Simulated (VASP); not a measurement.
Cd4Se3S: single point with PBE

The system is Cd4Se3S.

```xyz
8
Lattice="4.3365 0.0000 0.0000 0.0000 4.3365 0.0000 0.0000 0.0000 12.2326" Properties=species:S:1:pos:R:3 pbc="T T T"
Cd    2.1683    0.0000   10.8179
Cd    0.0000    2.1683    1.4147
Cd    2.1683    0.0000    4.5463
Cd    0.0000    2.1683    7.6863
Se    2.1683    2.1683    2.9795
Se    0.0000    0.0000    6.1163
Se    2.1683    2.1683    9.2531
S     0.0000    0.0000    0.0000
```

```json
{
  "Program": "VASP 6.6.1",
  "Task": "single point",
  "Functional": "PBE",
  "Potentials or basis": "VASP PAW PBE potentials, release 64 (Cd, Se, S)",
  "Cutoff": "520 eV",
  "k mesh": "8 × 8 × 4",
  "Occupations": "gaussian, width 0.02 eV",
  "Spin": "no spin polarisation"
}
```

The pressure is 0.3 GPa. The largest force is 0.003 eV/Å and the band gap on the k mesh is 0.59 eV.

Forces in eV/Å, atoms in the order of the input:
```
Cd   0.000  0.000 -0.003
Cd   0.000  0.000  0.003
Cd   0.000  0.000  0.001
Cd   0.000  0.000 -0.001
Se   0.000  0.000  0.002
Se   0.000  0.000  0.000
Se   0.000  0.000 -0.002
S    0.000  0.000  0.000
```

Levels at points of the mesh, in eV from the valence-band top:
```
           k point  band 33  band 34  band 35  band 36  band 37  band 38  band 39  band 40
(0.00, 0.00, 0.00)    -0.84    -0.03     0.00     0.00     0.59     3.19     3.21     3.32
(0.50, 0.00, 0.00)    -0.69    -0.60    -0.59    -0.58     2.38     2.49     3.66     3.73
(0.50, 0.50, 0.00)    -1.74    -1.70    -1.70    -1.63     3.20     3.40     3.81     3.81
(0.00, 0.00, 0.50)    -0.40    -0.40    -0.22    -0.22     1.84     1.91     3.48     3.54
(0.50, 0.00, 0.50)    -1.10    -0.59    -0.59    -0.59     2.97     3.02     3.02     3.16
(0.50, 0.50, 0.50)    -1.85    -1.85    -1.81    -1.79     3.90     3.94     3.97     4.18
```

It took 9.3 min on 1 thread of Intel Xeon 8259CL (shared host), peak memory 0.54 GiB.
